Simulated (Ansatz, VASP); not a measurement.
**Rh in VASP and in Ansatz**

```xyz
2
Lattice="2.8339 0.0000 0.0000 -1.4169 2.4542 0.0000 0.0000 0.0000 4.1746" Properties=species:S:1:pos:R:3 pbc="T T T"
Rh    1.4170    0.8181    3.1309
Rh    0.0000    1.6362    1.0436
```

Alike in both runs: task single point; functional PBE; k mesh 18 × 18 × 10; occupations gaussian, width 0.15 eV; no spin polarisation.

```csv
,VASP,Ansatz
version,VASP 6.6.1,Ansatz 0.2.0
potentials or method,"VASP PAW PBE potentials, release 64 (Rh_pv), cutoff 520 eV","scalar-relativistic, plane waves, PAW"
valence electrons in the cell,30,34
```

|  | VASP | Ansatz | Ansatz less VASP |
| --- | --- | --- | --- |
| gap on the k mesh at the Fermi level (eV) | none | none | - |
| pressure (GPa) | -4.3 | -4.3 | +0.05 |
| traceless stress, the component that is largest in VASP (GPa) | 12.20 | 12.20 | -0.002 |

A gap of «none» marks a metal or a gap that the smearing closes. VASP's potentials hold 30 valence electrons a cell and Ansatz's 34, so a difference there can come from the potentials and not from the codes.
